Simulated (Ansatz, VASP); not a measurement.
**Cu: VASP beside Ansatz**

```
CELL_PARAMETERS angstrom
1.17052 -3.58749 0.00000
1.17052 3.58749 0.00000
0.00000 0.00000 2.51421
ATOMIC_POSITIONS crystal
Cu 0.13404 0.86596 0.25000
Cu 0.86596 0.13404 0.75000
```

Change from the starting cell: normal strain along x -0.0550, normal strain along y -0.1100.

Alike in both runs: task single point; functional PBE; k mesh 18 × 18 × 18; occupations gaussian, width 0.15 eV; no spin polarisation.

```csv
,VASP,Ansatz
version,VASP 6.6.1,Ansatz 0.2.0
potentials or method,"VASP PAW PBE potentials, release 64 (Cu), cutoff 520 eV","scalar-relativistic, plane waves, PAW"
valence electrons in the cell,22,38
```

Ansatz gave:

- gap on the k mesh at the Fermi level (eV): none
- pressure (GPa): 35.8
- traceless stress, the component that is largest in VASP (GPa): 9.49
- rms of the force components (eV/Å): 0.017

Task: Which values does VASP return?

Result: gap on the k mesh at the Fermi level (eV): none; pressure (GPa): 36.7; traceless stress, the component that is largest in VASP (GPa): 9.48; rms of the force components (eV/Å): 0.022.

Atom by atom the forces differ by 0.005 eV/Å (rms over components). A gap of «none» marks a metal or a gap that the smearing closes. Both programs put the cell under a high pressure, so it lies far from rest at this level. VASP's potentials hold 22 valence electrons a cell and Ansatz's 38, so a difference there can come from the potentials and not from the codes.
